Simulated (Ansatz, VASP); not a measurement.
**ZnSe in VASP and in Ansatz**

Contents of INCAR:

```
SYSTEM = ZnSe
PREC = Accurate
ENCUT = 520
EDIFF = 1E-6
ISMEAR = 0
SIGMA = 0.02
LREAL = .False.
LASPH = .True.
NELM = 100
ALGO = Normal
ISIF = 2
LWAVE = .False.
LCHARG = .False.
GGA = PE
NBANDS = 16
```

KPOINTS

```
regular mesh
0
Gamma
  8 8 8
  0 0 0
```

Contents of POSCAR:

```
ZnSe
1.0
    0.0000000000      2.9221289257      2.9221289257
    2.9221289257      0.0000000000      2.9221289257
    2.9221289257      2.9221289257      0.0000000000
Zn Se
1 1
Direct
    0.0000000000      0.0000000000      0.0000000000
    0.2500000000      0.2500000000      0.2500000000
```

Input for Ansatz:

```yaml
crystal:
  lattice:
    - [0.0, 2.9221289257, 2.9221289257]
    - [2.9221289257, 0.0, 2.9221289257]
    - [2.9221289257, 2.9221289257, 0.0]
  atoms:
    - { symbol: Zn, position: [0.0, 0.0, 0.0] }
    - { symbol: Se, position: [0.25, 0.25, 0.25] }
basis:
  ecutwfc: 420
kpoints:
  mp_grid: { grid: [8, 8, 8] }
hamiltonian:
  xc: pbe
scf:
  occupations: { method: gaussian, width: 0.02 }
output:
  forces: true
  stress: true
  eigenvalues: true
```

Alike in both runs: task single point; functional PBE; k mesh 8 × 8 × 8; occupations gaussian, width 0.02 eV; no spin polarisation.

```csv
,VASP,Ansatz
version,VASP 6.6.1,Ansatz 0.2.0
potentials or method,"VASP PAW PBE potentials, release 64 (Zn, Se), cutoff 520 eV","scalar-relativistic, plane waves, PAW"
valence electrons in the cell,18,28
```

VASP gave:

- gap on the k mesh at the Fermi level (eV): 0.93
- least direct gap on the mesh (eV): 0.93
- pressure (GPa): -2.7

Task: Which values does Ansatz return?

Result: gap on the k mesh at the Fermi level (eV): 0.93; least direct gap on the mesh (eV): 0.93; pressure (GPa): -2.9.

VASP's potentials hold 18 valence electrons a cell and Ansatz's 28, so a difference there can come from the potentials and not from the codes.
